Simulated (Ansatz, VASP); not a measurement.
**CsGe2 in VASP and in Ansatz**

File INCAR:

```
PREC = Accurate ; ENCUT = 600
EDIFF = 1E-6 ; ISMEAR = 0
SIGMA = 0.1 ; LREAL = F
LASPH = T ; NELM = 100
ALGO = Normal ; ISIF = 3
LWAVE = F ; LCHARG = F
GGA = PE ; IBRION = 2
NSW = 90 ; EDIFFG = -0.04
```

File KPOINTS:

```
regular mesh
0
Gamma
  4 4 4
```

Contents of POSCAR:

```
CsGe2
1.0
    5.6760267984      0.0000000000      0.0000000000
    0.0000000000      5.6760267984      0.0000000000
    0.0000000000      0.0000000000      5.6760267984
Cs Ge
2 4
Direct
    0.0000000000      0.0000000000      0.0000000000
    0.5000000000      0.5000000000      0.5000000000
    0.2500000000      0.2500000000      0.2500000000
    0.2500000000      0.7500000000      0.7500000000
    0.7500000000      0.7500000000      0.2500000000
    0.7500000000      0.2500000000      0.7500000000
```

Input for Ansatz:

```yaml
crystal:
  lattice:
    - [5.6760267984, 0.0, 0.0]
    - [0.0, 5.6760267984, 0.0]
    - [0.0, 0.0, 5.6760267984]
  atoms:
    - { symbol: Cs, position: [0.0, 0.0, 0.0] }
    - { symbol: Cs, position: [0.5, 0.5, 0.5] }
    - { symbol: Ge, position: [0.25, 0.25, 0.25] }
    - { symbol: Ge, position: [0.25, 0.75, 0.75] }
    - { symbol: Ge, position: [0.75, 0.75, 0.25] }
    - { symbol: Ge, position: [0.75, 0.25, 0.75] }
basis:
  ecutwfc: 420
kpoints:
  mp_grid: { grid: [4, 4, 4] }
hamiltonian:
  xc: pbe
scf:
  occupations: { method: gaussian, width: 0.1 }
  lower_state_search: "off"
output:
  forces: true
  stress: true
  eigenvalues: true
relax:
  adjacent_minimum: "off"
  f_tol: 0.04
  max_steps: 70
  cell: { stress_tol: 0.4 }
```

Alike in both runs: task relaxation of cell and atoms; functional PBE; k mesh 4 × 4 × 4; occupations gaussian, width 0.1 eV; no spin polarisation.

```csv
,VASP,Ansatz
version,VASP 6.6.1,Ansatz 0.2.0
potentials or method,"VASP PAW PBE potentials, release 64 (Cs_sv, Ge_d), cutoff 600 eV","scalar-relativistic, plane waves, PAW"
valence electrons in the cell,74,74
```

|  | VASP | Ansatz | Ansatz less VASP |
| --- | --- | --- | --- |
| gap on the k mesh at the Fermi level, each at its own relaxed structure (eV) | none | none | - |
| relaxed volume (Å³/atom) | 68.97 | 66.40 | -2.568 |
| relaxed length of the cell vector where the two differ most in proportion (Å) | 7.452 | 7.358 | -0.0937 |

A gap of «none» marks a metal or a gap that the smearing closes.

Neither program's run includes spin-orbit coupling. Noted on VASP's run: the volume moved by over 15 % at a fixed basis, so the end points are rough.
